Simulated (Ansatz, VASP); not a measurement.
**CdIn2O4: VASP beside Ansatz**

File INCAR:

```
PREC = Accurate ; ENCUT = 520
EDIFF = 1E-7 ; ISMEAR = -1
SIGMA = 0.02 ; LREAL = False
LASPH = True ; NELM = 120
ALGO = Normal ; ISIF = 2
LWAVE = False ; LCHARG = False
GGA = PE ; IBRION = 2
NSW = 80 ; EDIFFG = -0.02
GGA_COMPAT = False ; NELMIN = 4
KPAR = 4
```

KPOINTS

```
Automatic mesh
0
Gamma
  5 5 5
```

POSCAR

```
CdIn2O4
1.0
    0.0000000000      4.6110186847      4.6110186847
    4.6110186847      0.0000000000      4.6110186847
    4.6110186847      4.6110186847      0.0000000000
Cd In O
2 4 8
Direct
    0.7500000000      0.7500000000      0.7500000000
    0.5000000000      0.5000000000      0.5000000000
    0.6250000000      0.1250000000      0.1250000000
    0.1250000000      0.1250000000      0.1250000000
    0.1250000000      0.6250000000      0.1250000000
    0.1250000000      0.1250000000      0.6250000000
    0.3617459100      0.3617459100      0.3617459100
    0.3352377300      0.8882540900      0.8882540900
    0.8882540900      0.8882540900      0.3352377300
    0.8882540900      0.3352377300      0.8882540900
    0.3617459100      0.3617459100      0.9147622700
    0.3617459100      0.9147622700      0.3617459100
    0.8882540900      0.8882540900      0.8882540900
    0.9147622700      0.3617459100      0.3617459100
```

Input for Ansatz:

```yaml
crystal:
  lattice:
    - [0.0, 4.6110186847, 4.6110186847]
    - [4.6110186847, 0.0, 4.6110186847]
    - [4.6110186847, 4.6110186847, 0.0]
  atoms:
    - { symbol: Cd, position: [0.75, 0.75, 0.75] }
    - { symbol: Cd, position: [0.5, 0.5, 0.5] }
    - { symbol: In, position: [0.625, 0.125, 0.125] }
    - { symbol: In, position: [0.125, 0.125, 0.125] }
    - { symbol: In, position: [0.125, 0.625, 0.125] }
    - { symbol: In, position: [0.125, 0.125, 0.625] }
    - { symbol: O, position: [0.36174591, 0.36174591, 0.36174591] }
    - { symbol: O, position: [0.33523773, 0.88825409, 0.88825409] }
    - { symbol: O, position: [0.88825409, 0.88825409, 0.33523773] }
    - { symbol: O, position: [0.88825409, 0.33523773, 0.88825409] }
    - { symbol: O, position: [0.36174591, 0.36174591, 0.91476227] }
    - { symbol: O, position: [0.36174591, 0.91476227, 0.36174591] }
    - { symbol: O, position: [0.88825409, 0.88825409, 0.88825409] }
    - { symbol: O, position: [0.91476227, 0.36174591, 0.36174591] }
kpoints:
  mp_grid: { grid: [5, 5, 5] }
scf:
  occupations: { method: fermi_dirac, width: 0.02 }
hamiltonian:
  xc: pbe
  pseudopotentials: { kind: paw }
output:
  forces: true
  stress: true
  populations: true
  efg:
    quadrupole_moments_barn: { In: 0.772, O: -0.02558 }
    contact_densities: true
relax:
  f_tol: 0.02
  max_steps: 60
```

Alike in both runs: task relaxation of the atoms; functional PBE; k mesh 5 × 5 × 5; occupations fermi-dirac, width 0.02 eV; no spin polarisation.

```csv
,VASP,Ansatz
version,VASP 6.6.1,Ansatz 0.2.0
potentials or method,"VASP PAW PBE potentials, release 64 (Cd, In_d, O)","plane-wave PAW, scalar-relativistic"
plane-wave cutoff (eV),520,420
valence electrons in the cell,124,140
```

|  | VASP | Ansatz | Ansatz less VASP |
| --- | --- | --- | --- |
| gap on the k mesh at the Fermi level, each at its own relaxed structure (eV) | 1.03 | 1.04 | +0.006 |

VASP's potentials hold 124 valence electrons a cell and Ansatz's 140, so a difference there can come from the potentials and not from the codes. Ansatz's warnings: stress scf threshold loose.
